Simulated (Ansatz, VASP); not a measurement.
# Pb in VASP and in Ansatz

File INCAR:

```
SYSTEM = Pb
  ALGO = Fast
  EDIFF = 1E-6
  ENCUT = 520
  GGA = PE
  ISIF = 2
  ISMEAR = 0
  IVDW = 12
  LASPH = .True.
  LCHARG = .False.
  LREAL = .False.
  LWAVE = .False.
  NBANDS = 21
  NELM = 80
  PREC = Accurate
  SIGMA = 0.15
```

File KPOINTS:

```
k-points
0
Gamma
  18 18 10
  0 0 0
```

The input POSCAR:

```
Pb
1.0
    3.2748060304      0.0000000000      0.0000000000
   -1.6374030152      2.8360652148      0.0000000000
    0.0000000000      0.0000000000      6.3124696817
Pb
2
Direct
    0.3333333333      0.6666666667      0.2500000000
    0.6666666667      0.3333333333      0.7500000000
```

Input for Ansatz:

```yaml
crystal:
  lattice:
    - [3.2748060304, 0.0, 0.0]
    - [-1.6374030152, 2.8360652148, 0.0]
    - [0.0, 0.0, 6.3124696817]
  atoms:
    - { symbol: Pb, position: [0.3333333333, 0.6666666667, 0.25] }
    - { symbol: Pb, position: [0.6666666667, 0.3333333333, 0.75] }
basis:
  ecutwfc: 420
kpoints:
  mp_grid: { grid: [18, 18, 10] }
hamiltonian:
  xc: pbe
  dispersion: d3bj
scf:
  occupations: { method: gaussian, width: 0.15 }
output:
  forces: true
  stress: true
  eigenvalues: true
```

Alike in both runs: task single point; functional PBE; dispersion D3(BJ); k mesh 18 × 18 × 10; occupations gaussian, width 0.15 eV; no spin polarisation.

|  | VASP | Ansatz |
| --- | --- | --- |
| version | VASP 6.6.1 | Ansatz 0.2.0 |
| potentials or method | VASP PAW PBE potentials, release 64 (Pb_d), cutoff 520 eV | scalar-relativistic, plane waves, PAW |
| valence electrons in the cell | 28 | 28 |

|  | VASP | Ansatz | Ansatz less VASP |
| --- | --- | --- | --- |
| gap on the k mesh at the Fermi level (eV) | none | none | - |
| pressure (GPa) | 3.1 | 3.2 | +0.08 |
| traceless stress, the component that is largest in VASP (GPa) | -5.74 | -5.75 | -0.011 |

A gap of «none» marks a metal or a gap that the smearing closes.

Spin-orbit coupling is off throughout.
